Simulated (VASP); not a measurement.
Wanted: the native input for a VASP 6.6.1 run.

```
Task                   : single point
Functional             : PBE
Potentials or basis    : VASP PAW PBE potentials, release 64 (Ag)
Cutoff                 : 400 eV
k mesh                 : 10 × 10 × 10
Occupations            : gaussian, width 0.1 eV
Spin                   : no spin polarisation
Dipole correction      : no
Further INCAR settings : ALGO = Normal; EDIFF = 1e-06; NBANDS = 12
```

The structure of Ag lies in POSCAR:

```
Ag
1.0
    3.4120000000      0.0000000000      0.0000000000
    0.0000000000      3.4120000000      0.0000000000
    0.0000000000      0.0000000000      3.4120000000
Ag
1
Direct
    0.0000000000      0.0000000000      0.0000000000
```

One way to write it, as run:

INCAR

```
SYSTEM = Ag
  PREC = Accurate
  ENCUT = 400
  EDIFF = 1E-6
  ISMEAR = 0
  SIGMA = 0.1
  LREAL = .FALSE.
  LASPH = .TRUE.
  NELM = 120
  ALGO = Normal
  ISIF = 2
  LWAVE = .FALSE.
  LCHARG = .FALSE.
  GGA = PE
  NBANDS = 12
  GGA_COMPAT = .FALSE.
```

KPOINTS

```
regular mesh
0
G
  10 10 10
  0 0 0
```

Potentials or basis: VASP PAW PBE potentials, release 64 (Ag).

Run with:

```console
$ cat potpaw_PBE.64/Ag/POTCAR > POTCAR
$ mpirun -np 1 vasp_std > vasp.out
```

It gave:

```yaml
Pressure: -6.7 GPa
```

Wall time 15 s on 1 thread of AMD EPYC 7R43 64-Core Processor (Zen 3), on a shared host, peak memory 0.1 GiB.
